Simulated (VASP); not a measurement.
Write the native input for VASP 6.6.1 that does the following.

```
Task                   : single point
Functional             : RPBE
Potentials or basis    : VASP PAW PBE potentials, release 64 (Al)
Cutoff                 : 520 eV
k mesh                 : 9 × 9 × 12
Occupations            : fermi-dirac, width 0.1 eV
Spin                   : no spin polarisation
Dipole correction      : no
Further INCAR settings : ALGO = Normal; EDIFF = 1e-07; NBANDS = 12
```

The structure of Al lies in POSCAR:

```
Al
1.0
    4.6116459502      0.0000000000      0.0000000000
   -2.3058229751      3.9938025462      0.0000000000
    0.0000000000      0.0000000000      2.8551315447
Al
3
Direct
    1.0000000000      0.0000000000      0.0000000000
    0.3333333333      0.6666666667      0.5000000000
    0.6666666667      0.3333333333      0.5000000000
```

These files were run (other wordings do the same):

INCAR

```
PREC = Accurate
ENCUT = 520
EDIFF = 1E-7
ISMEAR = -1
SIGMA = 0.1
LREAL = False
LASPH = True
NELM = 80
ALGO = Normal
ISIF = 2
LWAVE = False
LCHARG = True
GGA = RP
LELF = True
LVHAR = True
NBANDS = 12
```

KPOINTS

```
Automatic mesh
0
Gamma
  9 9 12
```

Potentials or basis: VASP PAW PBE potentials, release 64 (Al).

Launch:

```bash
$ cat potpaw_PBE.64/Al/POTCAR > POTCAR
$ mpirun -np 1 vasp_std > vasp.out
```

It gave:

| Property | Result |
| --- | --- |
| Pressure | 0.0 GPa |

Caveat: the PAW data sets were made with another functional, which shifts forces and pressure a little.

It took 39 s on 1 thread of AMD EPYC 7R13 Processor (Zen 3), on a shared host, peak memory 0.16 GiB.
